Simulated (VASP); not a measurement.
The system is Sr2SO.

```
CELL_PARAMETERS angstrom
4.04324 0.00000 0.00000
0.00000 4.04324 0.00000
0.00000 0.00000 5.71800
ATOMIC_POSITIONS crystal
Sr 0.50000 0.50000 0.50000
Sr 0.00000 0.00000 0.00000
S 0.00000 0.00000 0.50000
O 0.50000 0.50000 0.00000
```

Base run:

```yaml
Program: VASP 6.6.1
Functional: RPBE
Potentials_or_basis: VASP PAW PBE potentials, release 64 (Sr_sv, S, O)
Cutoff: 520 eV
k_mesh: 5 × 5 × 4
Occupations: fermi-dirac, width 0.05 eV
Spin: no spin polarisation
```

Its results: band gap on the k mesh 2.24 eV, direct; pressure 2.1 GPa.

**Question.** After a change of settings the same cell gave: band gap on the k mesh 2.19 eV, direct; pressure 0.1 GPa. Which change was it?
A. functional from RPBE to PBE; k mesh from 5 × 5 × 4 to 4 × 4 × 3
B. functional from RPBE to LDA; potentials or basis from VASP PAW PBE potentials, release 64 (Sr_sv, S, O) to VASP PAW LDA potentials, release 64 (Sr_sv, S, O)
C. functional from RPBE to PBEsol; further incar settings from ALGO = Normal; EDIFF = 1e-06; NBANDS = 24 to ALGO = Normal; EDIFF = 1e-07; NBANDS = 24

**Answer.** A.

Caveats: the PAW data sets were made with another functional, which shifts forces and pressure a little (some runs).
